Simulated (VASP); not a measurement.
# SnPb2O3 (P-6m2) in VASP: a series of runs

SnPb2O3 is run at these levels: PBE; tasks: single point, relaxation of cell and atoms.

Everything below comes from runs of VASP 6.6.1. Logs are shortened: lines on timing, memory, paths and dates and some standing lists are left out, and cuts for length are marked.

### Step 1. The cell of the first run

It takes space group P-6m2 (No. 187, hexagonal). The conventional cell has a = 4.499 Å, b = 4.499 Å, c = 8.228 Å, α = 90.00°, β = 90.00°, γ = 120.00°. Within 2.7 Å of Sn (site symmetry -6m2) lie 2 O at 2.07 Å. Pb (site symmetry -6m2) has 5 O at 2.04 to 2.60 Å and 3 Pb at 2.60 Å within 2.7 Å. Within 3.4 Å of Pb (site symmetry -6m2) lie 3 Pb at 2.60 Å and 9 O at 2.60 to 3.31 Å. O (site symmetry -6m2) has 6 Pb at 2.60 Å and 6 O at 3.31 Å within 3.4 Å. O (site symmetry 3m) has 1 Pb at 2.04 Å and 1 Sn at 2.07 Å within 2.7 Å.

The cell was generated, and may not be a known phase.

### Step 2. Single point, PBE

INCAR

```
SYSTEM = SnPb2O3
PREC = Accurate ; ENCUT = 520
EDIFF = 1E-6 ; ISMEAR = 0
SIGMA = 0.1 ; LREAL = .False.
LASPH = .True. ; NELM = 60
ALGO = Normal ; ISIF = 2
LWAVE = .False. ; LCHARG = .True.
GGA = PE ; LELF = .True.
LVHAR = .True. ; NBANDS = 39
```

KPOINTS

```
Automatic mesh
0
Gamma
  6 6 2
  0 0 0
```

POSCAR

```
SnPb2O3
1.0
    4.4994407400      0.0000000000      0.0000000000
   -2.2497203700      3.8966299800      0.0000000000
    0.0000000000      0.0000000000      8.2283751600
Sn Pb O
1 2 3
Direct
    0.6666666700      0.3333333300      0.0000000000
    0.6666666700      0.3333333300      0.5000000000
    0.0000000000      0.0000000000      0.5000000000
    0.3333333300      0.6666666700      0.5000000000
    0.6666666700      0.3333333300      0.2515304500
    0.6666666700      0.3333333300      0.7484695500
```

Potentials or basis: VASP PAW PBE potentials, release 64 (Sn_d, Pb_d, O).

Run with:

```sh
$ cat potpaw_PBE.64/Sn_d/POTCAR potpaw_PBE.64/Pb_d/POTCAR potpaw_PBE.64/O/POTCAR > POTCAR
$ mpirun -np 1 vasp_std > vasp.out
```

OUTCAR:

```text
SYSTEM = SnPb2O3
   PREC = Accurate
   ENCUT = 520
   EDIFF = 1E-6
   ISMEAR = 0
   LREAL = .False.
   LASPH = .True.
   NELM = 60
   ISIF = 2
   GGA = PE

 ion  position               nearest neighbor table
   1  0.667  0.333  0.000-   5 2.07   6 2.07
   2  0.667  0.333  0.500-   5 2.04   6 2.04   4 2.60   3 2.60   4 2.60   3 2.60   3 2.60   4 2.60

   3  0.000  0.000  0.500-   2 2.60   4 2.60   4 2.60   2 2.60   2 2.60   4 2.60
   4  0.333  0.667  0.500-   2 2.60   3 2.60   2 2.60   3 2.60   3 2.60   2 2.60
   5  0.667  0.333  0.252-   2 2.04   1 2.07
   6  0.667  0.333  0.748-   2 2.04   1 2.07

  LATTYP: Found a hexagonal cell.
 ALAT       =     4.4994407400
 C/A-ratio  =     1.8287550910

  Lattice vectors:

 A1 = (   4.4994407400,   0.0000000000,   0.0000000000)
 A2 = (  -2.2497203700,   3.8966299800,   0.0000000000)
 A3 = (   0.0000000000,   0.0000000000,   8.2283751600)

Analysis of symmetry for initial positions (statically):
=====================================================================
 Subroutine PRICEL returns:
 Original cell was already a primitive cell.

 Routine SETGRP: Setting up the symmetry group for a
 hexagonal supercell.

 Subroutine GETGRP returns: Found 12 space group operations
 (whereof 12 operations were pure point group operations)
 out of a pool of 24 trial point group operations.

The static configuration has the point symmetry D_3h.

Analysis of symmetry for dynamics (positions and initial velocities):
=====================================================================
 Subroutine PRICEL returns:
 Original cell was already a primitive cell.

 Routine SETGRP: Setting up the symmetry group for a
 hexagonal supercell.

 Subroutine GETGRP returns: Found 12 space group operations
 (whereof 12 operations were pure point group operations)
 out of a pool of 24 trial point group operations.

The dynamic configuration has the point symmetry D_3h.

 Subroutine INISYM returns: Found 12 space group operations
 (whereof 12 operations are pure point group operations),
 and found     1 'primitive' translations

----------------------------------------------------------------------------------------

                                     Primitive cell

  volume of cell :     144.2653

  direct lattice vectors                    reciprocal lattice vectors
     4.499440740  0.000000000  0.000000000     0.222249843  0.128316007  0.000000000
    -2.249720370  3.896629980  0.000000000     0.000000000  0.256632014  0.000000000
     0.000000000  0.000000000  8.228375160     0.000000000  0.000000000  0.121530677

  length of vectors
     4.499440740  4.499440737  8.228375160     0.256632014  0.256632014  0.121530677

  position of ions in fractional coordinates (direct lattice)
     0.666666670  0.333333330  0.000000000
     0.666666670  0.333333330  0.500000000
     0.000000000  0.000000000  0.500000000
     0.333333330  0.666666670  0.500000000
     0.666666670  0.333333330  0.251530450
     0.666666670  0.333333330  0.748469550

  ion indices of the primitive-cell ions
   primitive index   ion index
                 1           1
                 2           2
                 3           3
                 4           4
                 5           5
                 6           6

----------------------------------------------------------------------------------------

 KPOINTS: Automatic mesh

Automatic generation of k-mesh.
 Grid dimensions read from file:
 generate k-points for:    6    6    2

 Generating k-lattice:

  Cartesian coordinates                     Fractional coordinates (reciprocal lattice)
     0.037041641  0.021386001  0.000000000     0.166666667  0.000000000  0.000000000
     0.000000000  0.042772002  0.000000000     0.000000000  0.166666667  0.000000000
     0.000000000  0.000000000  0.060765338     0.000000000  0.000000000  0.500000000

  Length of vectors
     0.042772002  0.042772002  0.060765338

  Shift w.r.t. Gamma in fractional coordinates (k-lattice)
     0.000000000  0.000000000  0.000000000

 Subroutine IBZKPT returns following result:
 ===========================================

 Found     14 irreducible k-points:

 Following reciprocal coordinates:
            Coordinates               Weight
  0.000000  0.000000  0.000000      1.000000
  0.166667  0.000000  0.000000      6.000000
  0.333333  0.000000  0.000000      6.000000
  0.500000  0.000000  0.000000      3.000000
  0.166667  0.166667  0.000000      6.000000
  0.333333  0.166667  0.000000     12.000000
  0.333333  0.333333  0.000000      2.000000
  0.000000  0.000000  0.500000      1.000000
  0.166667  0.000000  0.500000      6.000000
  0.333333  0.000000  0.500000      6.000000
  0.500000  0.000000  0.500000      3.000000
  0.166667  0.166667  0.500000      6.000000
  0.333333  0.166667  0.500000     12.000000
  0.333333  0.333333  0.500000      2.000000
   k-points           NKPTS =     14   k-points in BZ     NKDIM =     14   number of bands    NBANDS=     39
   number of dos      NEDOS =    301   number of ions     NIONS =      6
   total plane-waves  NPLWV =  82944
   dimension x,y,z NGX =    36 NGY =   36 NGZ =   64
   dimension x,y,z NGXF=    72 NGYF=   72 NGZF=  128
   ions per type =               1   2   3
   NGX,Y,Z   is equivalent  to a cutoff of  13.30, 13.30, 12.93 a.u.
   NGXF,Y,Z  is equivalent  to a cutoff of  26.60, 26.60, 25.86 a.u.
 SYSTEM =  SnPb2O3
   PREC   = accura    normal or accurate (medium, high low for compatibility)
   ISTART =      0    job   : 0-new  1-cont  2-samecut
   ICHARG =      2    charge: 1-file 2-atom 10-const
   ISPIN  =      1    spin polarized calculation?
   LNONCOLLINEAR =      F non collinear calculations
   LSORBIT =      F    spin-orbit coupling
   LASPH  =      T    aspherical Exc in radial PAW
   ENCUT  =  520.0 eV  38.22 Ry    6.18 a.u.   8.37  8.37 15.30*2*pi/ulx,y,z
   NELM   =     60;   NELMIN=  2; NELMDL= -5     # of ELM steps
   EDIFF  = 0.1E-05   stopping-criterion for ELM
   LREAL  =      F    real-space projection
   EDIFFG = 0.1E-04   stopping-criterion for IOM
   NSW    =      0    number of steps for IOM
   IBRION =     -1    ionic relax: 0-MD 1-quasi-New 2-CG
   NFREE  =      0    steps in history (QN), initial steepest desc. (CG)
   ISIF   =      2    stress and relaxation
   ISYM   =      2    0-nonsym 1-usesym 2-fastsym
   POTIM  = 0.5000    time-step for ionic-motion
   TEBEG  =    0.0;   TEEND  =   0.0 temperature during run
   PSTRESS=    0.0 pullay stress
   NELECT =      60.0000    total number of electrons
   NUPDOWN=      -1.0000    fix difference up-down
   EMIN   =  10.00;   EMAX   =-10.00  energy-range for DOS
   EFERMI =   0.00;   METHOD = LEGACY
   ISMEAR =     0;   SIGMA  =   0.10  broadening in eV -4-tet -1-fermi 0-gaus
   EFERMI_NEDOS =   21; number of points for ismear=-14 and -15
   IALGO  =     38    algorithm
   IMIX   =      4    mixing-type and parameters
     AMIX     =   0.40;   BMIX     =  1.00
     AMIX_MAG =   1.60;   BMIX_MAG =  1.00
  volume/ion in A,a.u.               =      24.04       162.26
  Fermi-wavevector in a.u.,A,eV,Ry     =   1.222000  2.309246 20.317373  1.493285
  Thomas-Fermi vector in A             =   2.357163
   LORBIT       =      0    0 simple, 1 ext, 2 COOP (PROOUT), +10 PAW based schemes
   GGA     = PE    functional components
   LHFCALC =     F    Hartree Fock is set to
   AEXX    =    0.0000 exact exchange contribution
   IVDW    =     0    specifies the selected vdW correction
   LEPSILON=     F    determine dielectric tensor
   LRPA    =     F    only Hartree local field effects (RPA)
 non-spin polarized calculation
 Gauss-broadening in eV      SIGMA  =   0.10
  energy-cutoff  :      520.00
  volume of cell :      144.27
 maximum number of plane-waves:      3919
 NGX is ok and might be reduce to    36
   NGX = 17   NGY = 17   NGZ = 31

 number of electron      60.0000021 magnetization

 Free energy of the ion-electron system (eV)
  ---------------------------------------------------
  ext. energy  EPLUGINS =         0.00000000
  ---------------------------------------------------
  free energy    TOTEN  =       -24.08192649 eV

  energy without entropy =      -24.06528592  energy(sigma->0) =      -24.07360620

 E-fermi :   4.2239     XC(G=0):  -8.5807

 val. band max:        4.2116938442   @ k =   0.1667   0.1667   0.0000
 cond. band min:       4.2936527634   @ k =   0.3333   0.1667   0.5000
 fundamental gap:      0.0819589191
 Fermi energy:         4.2238519375

 k-point     1 :       0.0000    0.0000    0.0000
  band No.  band energies     occupation
      1     -17.9306      2.00000
      2     -17.8101      2.00000
      3     -17.8101      2.00000
      4     -17.5871      2.00000
      5     -17.5871      2.00000
      6     -15.4268      2.00000
[... 31 lines left out ...]
     38      11.6212      0.00000
     39      11.6212      0.00000

 k-point     2 :       0.1667    0.0000    0.0000
  band No.  band energies     occupation
      1     -17.9299      2.00000
      2     -17.8101      2.00000
      3     -17.8086      2.00000
      4     -17.5877      2.00000
      5     -17.5873      2.00000
      6     -15.3846      2.00000
[... 31 lines left out ...]
     38      10.7511      0.00000
     39      12.0518      0.00000

 k-point     3 :       0.3333    0.0000    0.0000
  band No.  band energies     occupation
      1     -17.9284      2.00000
      2     -17.8101      2.00000
      3     -17.8055      2.00000
      4     -17.5887      2.00000
      5     -17.5875      2.00000
      6     -15.3334      2.00000
[... 412 lines left out ...]
 k-point    13 :       0.3333    0.1667    0.5000
  band No.  band energies     occupation
      1     -17.9021      2.00000
      2     -17.8090      2.00000
      3     -17.8050      2.00000
      4     -17.5890      2.00000
      5     -17.5879      2.00000
      6     -15.5104      2.00000
[... 31 lines left out ...]
     38      10.7213      0.00000
     39      10.7683      0.00000

 k-point    14 :       0.3333    0.3333    0.5000
  band No.  band energies     occupation
      1     -17.9018      2.00000
      2     -17.8067      2.00000
      3     -17.8066      2.00000
      4     -17.5886      2.00000
      5     -17.5886      2.00000
      6     -15.5042      2.00000
[... 31 lines left out ...]
     38      10.9979      0.00000
     39      11.4643      0.00000

------------------------ aborting loop because EDIFF is reached ----------------------------------------

  FORCE on cell =-STRESS in cart. coord.  units (eV):
  Direction    XX          YY          ZZ          XY          YZ          ZX
  --------------------------------------------------------------------------------------
  -------------------------------------------------------------------------------------
  Total       14.4106211     14.4106210     11.8006535      0.0000000      0.0000000      0.0000000
  in kB      160.0410869    160.0410866    131.0553790      0.0000000      0.0000000      0.0000000
  external PRESSURE =     150.3791842 kB  Pullay stress =       0.0000000 kB

 VOLUME and BASIS-vectors are now :
 -----------------------------------------------------------------------------
  energy-cutoff  :      520.00
  volume of cell :      144.27
      direct lattice vectors                 reciprocal lattice vectors
     4.499440740  0.000000000  0.000000000     0.222249843  0.128316007  0.000000000
    -2.249720370  3.896629980  0.000000000     0.000000000  0.256632014  0.000000000
     0.000000000  0.000000000  8.228375160     0.000000000  0.000000000  0.121530677

 POSITION                                       TOTAL-FORCE (eV/Angst)
 -----------------------------------------------------------------------------------
      2.24972      1.29888      0.00000        -0.000000     -0.000000      0.000000
      2.24972      1.29888      4.11419        -0.000000      0.000000      0.000000
      0.00000      0.00000      4.11419        -0.000000     -0.000000      0.000000
     -0.00000      2.59775      4.11419         0.000000      0.000000      0.000000
      2.24972      1.29888      2.06969         0.000000     -0.000000     -2.678497
      2.24972      1.29888      6.15869         0.000000     -0.000000      2.678497
 -----------------------------------------------------------------------------------
    total drift:                               -0.000074      0.000042      0.000000

  FREE ENERGIE OF THE ION-ELECTRON SYSTEM (eV)
  ---------------------------------------------------
  free  energy   TOTEN  =       -24.0819264871 eV

  energy  without entropy=      -24.0652859197  energy(sigma->0) =      -24.07360620
```

Run time: 45 s. Hardware: 1 thread of Intel Xeon 6975P-C (Granite Rapids), shared host; peak memory 0.3 GiB.

What came out:

| Property | Result |
| --- | --- |
| Free energy | -24.0819 eV |
| Pressure | 15.0 GPa |
| Largest force | 2.678 eV/Å |
| Band gap on the k mesh | zero (bands 30 and 31 overlap by 0.89 eV) |

Forces in eV/Å, atoms in the order of the input:
```
Sn   0.000  0.000  0.000
Pb   0.000  0.000  0.000
Pb   0.000  0.000  0.000
O    0.000  0.000  0.000
O    0.000  0.000 -2.678
O    0.000  0.000  2.678
```

Stress tensor (GPa, compression positive):
```
16.00  0.00  0.00
 0.00 16.00  0.00
 0.00  0.00 13.11
```

Levels at points of the mesh, in eV from the Fermi level:
```csv
k point,band 28,band 29,band 30,band 31,band 32,band 33
"(0.00, 0.00, 0.00)",-2.77,-2.77,-0.41,-0.41,0.49,0.85
"(0.50, 0.00, 0.00)",-2.21,-1.86,-0.28,0.46,0.61,1.45
"(0.00, 0.00, 0.50)",-3.07,-2.02,-0.33,-0.25,-0.25,0.94
"(0.50, 0.00, 0.50)",-2.42,-1.93,-1.17,-0.20,0.75,1.75
```

Caveat: the k points lie up to 0.38 Å⁻¹ apart, too coarse for converged energies and pressures of a metal; spin-orbit coupling is left out, which moves the levels of the heavy elements; forces of over 1 eV/Å act on the atoms, so gaps and moduli don't describe the material at rest.

### Step 3. Single point, PBE

This run uses another cell than the first one, of 31.42 Å³/atom.

INCAR

```
PREC     = Accurate       # precision mode
ENCUT    = 520            # plane-wave cutoff, eV
EDIFF    = 1E-6           # SCF threshold, eV
ISMEAR   = 0              # smearing method
SIGMA    = 0.1            # smearing width, eV
LREAL    = False          # projectors in reciprocal space
LASPH    = True           # aspherical terms in the spheres
NELM     = 100            # most SCF steps
ALGO     = Normal         # electronic algorithm
ISIF     = 2              # what is computed and relaxed
LWAVE    = False          # write WAVECAR
LCHARG   = False          # write CHGCAR
GGA      = PE             # functional
NBANDS   = 39             # bands
```

KPOINTS

```
regular mesh
0
Gamma
  6 6 2
```

POSCAR

```
SnPb2O3
1.0
    5.0313073652      0.0000000000      0.0000000000
   -2.5156536826      4.3572399925      0.0000000000
    0.0000000000      0.0000000000      8.5984045247
Sn Pb O
1 2 3
Direct
    0.6666666667      0.3333333333      0.0000000000
    0.6666666667      0.3333333333      0.5000000000
    0.0000000000      0.0000000000      0.5000000000
    0.3333333333      0.6666666667      0.5000000000
    0.6666666667      0.3333333333      0.2302533244
    0.6666666667      0.3333333333      0.7697466756
```

Potentials or basis: VASP PAW PBE potentials, release 64 (Sn_d, Pb_d, O).

Run with:

```sh
$ cat potpaw_PBE.64/Sn_d/POTCAR potpaw_PBE.64/Pb_d/POTCAR potpaw_PBE.64/O/POTCAR > POTCAR
$ mpirun -np 1 vasp_std > vasp.out
```

Run time: 71 s. Hardware: 1 thread of Intel Xeon 6975P-C (Granite Rapids), shared host; peak memory 0.35 GiB.

Results (log left out):

- Free energy: -26.1363 eV
- Pressure: 0.1 GPa
- Largest force: 0.062 eV/Å
- Band gap on the k mesh: zero (bands 30 and 31 overlap by 1.36 eV)

Forces on the atoms (eV/Å):
```
Sn   0.000  0.000  0.000
Pb   0.000  0.000  0.000
Pb   0.000  0.000  0.000
O    0.000  0.000  0.000
O    0.000  0.000  0.062
O    0.000  0.000 -0.062
```

Stress tensor (GPa, compression positive):
```
-0.02  0.00  0.00
 0.00 -0.02  0.00
 0.00  0.00  0.23
```

Levels at points of the mesh, in eV from the Fermi level:
```tsv
k point	band 27	band 28	band 29	band 30	band 31	band 32	band 33	band 34
(0.00, 0.00, 0.00)	-2.32	-2.32	-1.76	-0.54	-0.54	0.02	0.61	2.38
(0.50, 0.00, 0.00)	-2.42	-1.21	-1.21	0.27	0.54	0.63	0.97	1.84
(0.00, 0.00, 0.50)	-2.39	-2.29	-2.29	-0.98	-0.39	-0.39	1.05	2.34
(0.50, 0.00, 0.50)	-2.26	-1.38	-1.12	-1.05	0.58	0.78	1.09	1.74
```

Caveat: the k points lie up to 0.37 Å⁻¹ apart, too coarse for converged energies and pressures of a metal; spin-orbit coupling is left out, which moves the levels of the heavy elements.

(Continued in part 2 of 2.)

The gap in the log of VASP goes by the Fermi energy; the results here count the filled bands.